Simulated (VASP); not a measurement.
A run of VASP 6.6.1 is set up as follows.

Contents of INCAR:

```
  PREC = Accurate
  ENCUT = 520
  EDIFF = 1E-7
  ISMEAR = 0
  SIGMA = 0.01
  LREAL = F
  LASPH = T
  NELM = 60
  ALGO = Normal
  ISIF = 2
  LWAVE = F
  LCHARG = T
  GGA = PS
  LELF = T
  LVHAR = T
  NBANDS = 16
```

The input KPOINTS:

```
regular mesh
0
Gamma
  6 6 4
```

File POSCAR:

```
AlN
1.0
    3.3015313900      0.0000000000      0.0000000000
   -1.6507656950      2.8592100552      0.0000000000
    0.0000000000      0.0000000000      4.1412595525
Al N
2 2
Direct
    0.3333333333      0.6666666667      0.7500000000
    0.6666666667      0.3333333333      0.2500000000
    0.3333333333      0.6666666667      0.2500000000
    0.6666666667      0.3333333333      0.7500000000
```

Potentials or basis: VASP PAW PBE potentials, release 64 (Al, N).

The run is started by

```bash
$ cat potpaw_PBE.64/Al/POTCAR potpaw_PBE.64/N/POTCAR > POTCAR
$ mpirun -np 1 vasp_std > vasp.out
```

Task: Predict the band gap on the k mesh.

Result: 3.34 eV, direct.

Task: Estimate the pressure.

Result: -0.1 GPa.

Caveat: the PAW data sets were made with another functional, which shifts forces and pressure a little. A k mesh can miss the band edges.
